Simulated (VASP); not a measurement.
# BN (P6_3/mmc) in VASP: a series of runs

The runs below take BN through single point, with r2SCAN.

Everything below comes from runs of VASP 6.6.1. Logs are shortened: lines on timing, memory, paths and dates and some standing lists are left out, and cuts for length are marked.

### 1 The cell of the first run

The structure is hexagonal, space group P6_3/mmc (No. 194). The conventional cell has a = 2.379 Å, b = 2.379 Å, c = 6.661 Å, α = 90.00°, β = 90.00°, γ = 120.00°. B (site symmetry -6m2) has 3 N at 1.37 Å within 1.8 Å. Within 1.8 Å of N (site symmetry -6m2) lie 3 B at 1.37 Å.

### 2 Single point, r2SCAN (strain -0.050 along x and y, +0.000 along z)

The input, POSCAR:

```
BN
1.0
    2.3787921191      0.0000000000      0.0000000000
   -1.1893960596      2.0600944054      0.0000000000
    0.0000000000      0.0000000000      6.6612000000
B N
2 2
Direct
    0.3333333333      0.6666666667      0.2500000000
    0.6666666667      0.3333333333      0.7500000000
    0.3333333333      0.6666666667      0.7500000000
    0.6666666667      0.3333333333      0.2500000000
```

The input, INCAR.step1:

```
SYSTEM = BN
PREC = Accurate
ENCUT = 520
ISMEAR = 0
SIGMA = 0.05
LREAL = .False.
LASPH = .True.
NELM = 60
NBANDS = 16
GGA = PE
ALGO = Normal
EDIFF = 1E-4
LWAVE = .True.
LCHARG = .False.
```

The input, INCAR.step2:

```
SYSTEM = BN
PREC = Accurate
ENCUT = 520
EDIFF = 1E-7
ISMEAR = 0
SIGMA = 0.05
LREAL = .False.
LASPH = .True.
NELM = 60
ALGO = Normal
ISIF = 2
LWAVE = .False.
LCHARG = .False.
METAGGA = R2SCAN
LMIXTAU = .True.
NBANDS = 16
ISTART = 1
```

The input, KPOINTS:

```
regular mesh
0
Gamma
  12 12 4
  0 0 0
```

Potentials or basis: VASP PAW PBE potentials, release 64 (B, N).

Launch:

```
$ cat potpaw_PBE.64/B/POTCAR potpaw_PBE.64/N/POTCAR > POTCAR
$ cp INCAR.step1 INCAR
$ mpirun -np 1 vasp_std > vasp.out
$ cp INCAR.step2 INCAR
$ mpirun -np 1 vasp_std > vasp.out
```

OUTCAR:

```text
SYSTEM = BN
   PREC = Accurate
   ENCUT = 520
   EDIFF = 1E-7
   ISMEAR = 0
   LREAL = .False.
   LASPH = .True.
   NELM = 60
   ISIF = 2
   METAGGA = R2SCAN
   ISTART = 1

 ion  position               nearest neighbor table
   1  0.333  0.667  0.250-   4 1.37   4 1.37   4 1.37
   2  0.667  0.333  0.750-   3 1.37   3 1.37   3 1.37
   3  0.333  0.667  0.750-   2 1.37   2 1.37   2 1.37
   4  0.667  0.333  0.250-   1 1.37   1 1.37   1 1.37

  LATTYP: Found a hexagonal cell.
 ALAT       =     2.3787921191
 C/A-ratio  =     2.8002446899

  Lattice vectors:

 A1 = (   2.3787921191,   0.0000000000,   0.0000000000)
 A2 = (  -1.1893960596,   2.0600944054,   0.0000000000)
 A3 = (   0.0000000000,   0.0000000000,   6.6612000000)

Analysis of symmetry for initial positions (statically):
=====================================================================
 Subroutine PRICEL returns:
 Original cell was already a primitive cell.

 Routine SETGRP: Setting up the symmetry group for a
 hexagonal supercell.

 Subroutine GETGRP returns: Found 24 space group operations
 (whereof 12 operations were pure point group operations)
 out of a pool of 24 trial point group operations.

The static configuration has the point symmetry D_3d.
 The point group associated with its full space group is D_6h.

Analysis of symmetry for dynamics (positions and initial velocities):
=====================================================================
 Subroutine PRICEL returns:
 Original cell was already a primitive cell.

 Routine SETGRP: Setting up the symmetry group for a
 hexagonal supercell.

 Subroutine GETGRP returns: Found 24 space group operations
 (whereof 12 operations were pure point group operations)
 out of a pool of 24 trial point group operations.

The dynamic configuration has the point symmetry D_3d.
 The point group associated with its full space group is D_6h.

 Subroutine INISYM returns: Found 24 space group operations
 (whereof 12 operations are pure point group operations),
 and found     1 'primitive' translations

----------------------------------------------------------------------------------------

                                     Primitive cell

  volume of cell :      32.6435

  direct lattice vectors                    reciprocal lattice vectors
     2.378792119  0.000000000  0.000000000     0.420381416  0.242707324  0.000000000
    -1.189396060  2.060094405  0.000000000     0.000000000  0.485414648  0.000000000
     0.000000000  0.000000000  6.661200000     0.000000000  0.000000000  0.150123101

  length of vectors
     2.378792119  2.378792119  6.661200000     0.485414648  0.485414648  0.150123101

  position of ions in fractional coordinates (direct lattice)
     0.333333333  0.666666667  0.250000000
     0.666666667  0.333333333  0.750000000
     0.333333333  0.666666667  0.750000000
     0.666666667  0.333333333  0.250000000

  ion indices of the primitive-cell ions
   primitive index   ion index
                 1           1
                 2           2
                 3           3
                 4           4

----------------------------------------------------------------------------------------

 KPOINTS: regular mesh

Automatic generation of k-mesh.
 Grid dimensions read from file:
 generate k-points for:   12   12    4

 Generating k-lattice:

  Cartesian coordinates                     Fractional coordinates (reciprocal lattice)
     0.035031785  0.020225610  0.000000000     0.083333333  0.000000000  0.000000000
     0.000000000  0.040451221  0.000000000     0.000000000  0.083333333  0.000000000
     0.000000000  0.000000000  0.037530775     0.000000000  0.000000000  0.250000000

  Length of vectors
     0.040451221  0.040451221  0.037530775

  Shift w.r.t. Gamma in fractional coordinates (k-lattice)
     0.000000000  0.000000000  0.000000000

 Subroutine IBZKPT returns following result:
 ===========================================

 Found     57 irreducible k-points:

 Following reciprocal coordinates:
            Coordinates               Weight
  0.000000  0.000000  0.000000      1.000000
  0.083333  0.000000  0.000000      6.000000
  0.166667 -0.000000  0.000000      6.000000
  0.250000 -0.000000  0.000000      6.000000
  0.333333 -0.000000  0.000000      6.000000
  0.416667 -0.000000  0.000000      6.000000
[... 16 lines left out ...]
  0.250000 -0.000000  0.250000     12.000000
  0.333333 -0.000000  0.250000     12.000000
 [... further k-points ...]
   k-points           NKPTS =     57   k-points in BZ     NKDIM =     57   number of bands    NBANDS=     16
   number of dos      NEDOS =    301   number of ions     NIONS =      4
   total plane-waves  NPLWV =  16200
   dimension x,y,z NGX =    18 NGY =   18 NGZ =   50
   dimension x,y,z NGXF=    36 NGYF=   36 NGZF=  100
   ions per type =               2   2
   NGX,Y,Z   is equivalent  to a cutoff of  12.58, 12.58, 12.48 a.u.
   NGXF,Y,Z  is equivalent  to a cutoff of  25.16, 25.16, 24.96 a.u.
 SYSTEM =  BN
   PREC   = accura    normal or accurate (medium, high low for compatibility)
   ISTART =      1    job   : 0-new  1-cont  2-samecut
   ICHARG =      0    charge: 1-file 2-atom 10-const
   ISPIN  =      1    spin polarized calculation?
   LNONCOLLINEAR =      F non collinear calculations
   LSORBIT =      F    spin-orbit coupling
   LASPH  =      T    aspherical Exc in radial PAW
   ENCUT  =  520.0 eV  38.22 Ry    6.18 a.u.   4.42  4.42 12.39*2*pi/ulx,y,z
   NELM   =     60;   NELMIN=  2; NELMDL=  0     # of ELM steps
   EDIFF  = 0.1E-06   stopping-criterion for ELM
   LREAL  =      F    real-space projection
   EDIFFG = 0.1E-05   stopping-criterion for IOM
   NSW    =      0    number of steps for IOM
   IBRION =     -1    ionic relax: 0-MD 1-quasi-New 2-CG
   NFREE  =      0    steps in history (QN), initial steepest desc. (CG)
   ISIF   =      2    stress and relaxation
   ISYM   =      2    0-nonsym 1-usesym 2-fastsym
   POTIM  = 0.5000    time-step for ionic-motion
   TEBEG  =    0.0;   TEEND  =   0.0 temperature during run
   PSTRESS=    0.0 pullay stress
   NELECT =      16.0000    total number of electrons
   NUPDOWN=      -1.0000    fix difference up-down
   EMIN   =  10.00;   EMAX   =-10.00  energy-range for DOS
   EFERMI =   0.00;   METHOD = LEGACY
   ISMEAR =     0;   SIGMA  =   0.05  broadening in eV -4-tet -1-fermi 0-gaus
   EFERMI_NEDOS =   21; number of points for ismear=-14 and -15
   IALGO  =     38    algorithm
   IMIX   =      4    mixing-type and parameters
     AMIX     =   0.40;   BMIX     =  1.00
     AMIX_MAG =   1.60;   BMIX_MAG =  1.00
  volume/ion in A,a.u.               =       8.16        55.07
  Fermi-wavevector in a.u.,A,eV,Ry     =   1.290772  2.439205 22.668555  1.666092
  Thomas-Fermi vector in A             =   2.422583
   LORBIT       =      0    0 simple, 1 ext, 2 COOP (PROOUT), +10 PAW based schemes
   METAGGA = R2SCAN    functional components
   LHFCALC =     F    Hartree Fock is set to
   AEXX    =    0.0000 exact exchange contribution
   IVDW    =     0    specifies the selected vdW correction
   LEPSILON=     F    determine dielectric tensor
   LRPA    =     F    only Hartree local field effects (RPA)
 non-spin polarized calculation
 Gauss-broadening in eV      SIGMA  =   0.05
  energy-cutoff  :      520.00
  volume of cell :       32.64
 maximum number of plane-waves:       901
 NGX is ok and might be reduce to    18
   NGX =  9   NGY =  9   NGZ = 25

 number of electron      16.0000003 magnetization

 Free energy of the ion-electron system (eV)
  ---------------------------------------------------
  ext. energy  EPLUGINS =         0.00000000
  ---------------------------------------------------
  free energy    TOTEN  =       -37.89573233 eV

  energy without entropy =      -37.89573233  energy(sigma->0) =      -37.89573233

 E-fermi :   2.9096     XC(G=0): -11.0628

 val. band max:        2.6740611858   @ k =   0.3333   0.3333   0.5000
 cond. band min:       7.8014131475   @ k =   0.5000  -0.0000   0.0000
 fundamental gap:      5.1273519617
 Fermi energy:         2.9095957591

 k-point     1 :       0.0000    0.0000    0.0000
  band No.  band energies     occupation
      1     -17.0941      2.00000
      2     -16.8258      2.00000
      3      -4.5157      2.00000
      4      -2.4732      2.00000
      5       1.5205      2.00000
      6       1.5205      2.00000
[... 8 lines left out ...]
     15      18.2521      0.00000
     16      18.9887      0.00000

 k-point     2 :       0.0833    0.0000    0.0000
  band No.  band energies     occupation
      1     -16.9366      2.00000
      2     -16.6725      2.00000
      3      -4.2968      2.00000
      4      -2.2714      2.00000
      5       0.8921      2.00000
      6       0.9163      2.00000
[... 8 lines left out ...]
     15      18.3207      0.00000
     16      18.6281      0.00000

 k-point     3 :       0.1667   -0.0000    0.0000
  band No.  band energies     occupation
      1     -16.4717      2.00000
      2     -16.2206      2.00000
      3      -3.6478      2.00000
      4      -1.6769      2.00000
      5      -0.7169      2.00000
      6      -0.6869      2.00000
[... 8 lines left out ...]
     15      19.1274      0.00000
     16      19.6478      0.00000

 k-point     4 :       0.2500   -0.0000    0.0000
  band No.  band energies     occupation
      1     -15.7274      2.00000
      2     -15.4989      2.00000
      3      -2.7816      2.00000
      4      -2.7327      2.00000
      5      -2.5965      2.00000
      6      -0.7315      2.00000
[... 8 lines left out ...]
     15      20.8347      0.00000
     16      21.8101      0.00000
[... 324 lines left out ...]
 k-point    22 :       0.1667   -0.0000    0.2500
  band No.  band energies     occupation
      1     -16.4365      2.00000
      2     -16.2590      2.00000
      3      -3.4053      2.00000
      4      -2.0310      2.00000
      5      -0.7088      2.00000
      6      -0.6826      2.00000
[... 8 lines left out ...]
     15      19.0370      0.00000
     16      19.1116      0.00000

 k-point    23 :       0.2500   -0.0000    0.2500
  band No.  band energies     occupation
      1     -15.6952      2.00000
      2     -15.5337      2.00000
      3      -2.7961      2.00000
      4      -2.7466      2.00000
      5      -2.3393      2.00000
      6      -1.0477      2.00000
[... 8 lines left out ...]
     15      21.8256      0.00000
     16      21.9060      0.00000

 k-point    24 :       0.3333   -0.0000    0.2500
  band No.  band energies     occupation
      1     -14.7483      2.00000
      2     -14.6124      2.00000
      3      -4.8517      2.00000
      4      -4.8038      2.00000
      5      -1.1969      2.00000
      6      -1.1628      2.00000
[... 8 lines left out ...]
     15      22.1149      0.00000
     16      23.9496      0.00000

 [... further k-points ...]
[... 5 lines left out ...]
  --------------------------------------------------------------------------------------
  -------------------------------------------------------------------------------------
  Total       14.1710722     14.1710722      0.1105288     -0.0000000      0.0000000      0.0000000
  in kB      695.5321441    695.5321441      5.4248795     -0.0000000      0.0000000      0.0000000
  external PRESSURE =     465.4963892 kB  Pullay stress =       0.0000000 kB

 VOLUME and BASIS-vectors are now :
 -----------------------------------------------------------------------------
  energy-cutoff  :      520.00
  volume of cell :       32.64
      direct lattice vectors                 reciprocal lattice vectors
     2.378792119  0.000000000  0.000000000     0.420381416  0.242707324  0.000000000
    -1.189396060  2.060094405  0.000000000     0.000000000  0.485414648  0.000000000
     0.000000000  0.000000000  6.661200000     0.000000000  0.000000000  0.150123101

 POSITION                                       TOTAL-FORCE (eV/Angst)
 -----------------------------------------------------------------------------------
     -0.00000      1.37340      1.66530        -0.000000      0.000000      0.000000
      1.18940      0.68670      4.99590         0.000000     -0.000000      0.000000
     -0.00000      1.37340      4.99590        -0.000000      0.000000      0.000000
      1.18940      0.68670      1.66530         0.000000     -0.000000      0.000000
 -----------------------------------------------------------------------------------
    total drift:                               -0.000000      0.000000      0.000000

  FREE ENERGIE OF THE ION-ELECTRON SYSTEM (eV)
  ---------------------------------------------------
  free  energy   TOTEN  =       -37.8957323273 eV

  energy  without entropy=      -37.8957323273  energy(sigma->0) =      -37.89573233
```

It took 96 s on 1 thread of Intel Xeon Platinum 8488C (Sapphire Rapids), shared host; peak memory 0.15 GiB.

What came out:

* Free energy: -37.8957 eV
* Pressure: 46.5 GPa
* Band gap on the k mesh: 5.13 eV, indirect (least direct gap 5.75 eV)

Stress tensor (GPa, compression positive):
```
69.55  0.00  0.00
 0.00 69.55  0.00
 0.00  0.00  0.54
```

Levels at points of the mesh, in eV from the valence-band top:
```tsv
k point	band 4	band 5	band 6	band 7	band 8	band 9	band 10	band 11	band 12	band 13
(0.00, 0.00, 0.00)	-5.15	-1.15	-1.15	-1.13	-1.13	5.48	11.36	13.66	13.66	13.76
(0.50, 0.00, 0.00)	-9.87	-4.54	-4.49	-1.56	-0.62	5.13	6.64	11.60	12.47	13.82
(0.00, 0.00, 0.50)	-6.28	-1.14	-1.14	-1.14	-1.14	8.08	8.08	13.71	13.71	13.71
(0.50, 0.00, 0.50)	-9.89	-4.52	-4.52	-1.08	-1.08	5.64	5.64	12.32	12.32	15.12
```

Caveat: the cell differs from its parent crystal (strain -0.050 along x and y, +0.000 along z); the PAW data sets were made with another functional, which shifts forces and pressure a little.

[end of part 1 of 2]
